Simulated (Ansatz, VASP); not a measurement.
## In4Ru: VASP beside Ansatz

```
In Ru
1.0
     6.47245    0.00000    0.00000
     0.00000    6.47245    0.00000
     0.00000    0.00000    6.03028
In Ru
8 2
Direct
  0.75031 0.25031 0.25394
  0.24969 0.74969 0.25394
  0.74969 0.24969 0.74606
  0.75031 0.74969 0.74606
  0.25031 0.24969 0.25394
  0.74969 0.75031 0.25394
  0.24969 0.25031 0.74606
  0.25031 0.75031 0.74606
  0.50000 0.50000 0.00000
  0.00000 0.00000 0.00000
```

Alike in both runs: functional PBE; k mesh 3 × 3 × 3; occupations gaussian, width 0.2 eV; no spin polarisation.

Ansatz relaxed the structure, and its values are those at the end. VASP's run is a single point on that final structure, the one shown.

|  | VASP | Ansatz |
| --- | --- | --- |
| version | VASP 6.6.1 | Ansatz 0.2.0 |
| potentials or method | VASP PAW PBE potentials, release 64 (In_d, Ru_pv), cutoff 520 eV | scalar-relativistic, plane waves, PAW |
| valence electrons in the cell | 132 | 136 |

Ansatz gave:

- gap on the k mesh at the Fermi level (eV): none
- pressure (GPa): 0.1
- rms of the force components (eV/Å): 0.006

Q: Estimate VASP's values.

A: gap on the k mesh at the Fermi level (eV): none; pressure (GPa): 0.1; rms of the force components (eV/Å): 0.004.

A gap of «none» marks a metal or a gap that the smearing closes. With one functional, cell and mesh, what is left measures potentials, basis and numerics. VASP's potentials hold 132 valence electrons a cell and Ansatz's 136, so a difference there can come from the potentials and not from the codes.
